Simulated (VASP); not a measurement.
Wanted: the native input for a VASP 6.6.1 run.

```
Task                   : single point
Functional             : PBE
Potentials or basis    : VASP PAW PBE potentials, release 64 (Te, Pt)
Cutoff                 : 400 eV
k mesh                 : 12 × 12 × 1
Occupations            : gaussian, width 0.03 eV
Spin                   : no spin polarisation
Dipole correction      : yes
Further INCAR settings : ALGO = Normal; EDIFF = 1e-06; NBANDS = 18; NELMDL = -8
```

The structure of Te2Pt (n.A) lies in POSCAR:

```
Te2Pt
1.0
    4.0225742637      0.0000000000      0.0000000000
   -2.0112871319      3.4836515010      0.0000000000
    0.0000000000      0.0000000000     29.3600000020
Te Pt
2 1
Direct
    0.3333333333      0.6666666667      0.2384049076
    0.6666666667      0.3333333333      0.3331209779
    0.0000000000      0.0000000000      0.2857629428
```

One way to write it, as run:

INCAR

```
SYSTEM = Te2Pt
ALGO = Normal ; DIPOL = 0.5 0.5 0.286
EDIFF = 1E-6 ; ENCUT = 400
GGA = PE ; GGA_COMPAT = .False.
IDIPOL = 3 ; ISIF = 2
ISMEAR = 0 ; LASPH = .True.
LCHARG = .False. ; LDIPOL = .True.
LREAL = .False. ; LWAVE = .False.
NBANDS = 18 ; NELM = 120
NELMDL = -8 ; PREC = Accurate
SIGMA = 0.03
```

KPOINTS

```
k-points
0
Gamma
  12 12 1
  0 0 0
```

Potentials or basis: VASP PAW PBE potentials, release 64 (Te, Pt).

Command:

```sh
$ cat potpaw_PBE.64/Te/POTCAR potpaw_PBE.64/Pt/POTCAR > POTCAR
$ mpirun -np 1 vasp_std > vasp.out
```

It gave:

```
Largest force          : 0.018 eV/Å
Band gap on the k mesh : 0.79 eV, indirect (least direct gap 1.18 eV)
```

Caveat: spin-orbit coupling is left out, which moves the levels of the heavy elements.

Wall time 83 s on 1 thread of Intel(R) Xeon(R) 6975P-C (Granite Rapids) (shared host), peak memory 0.42 GiB.
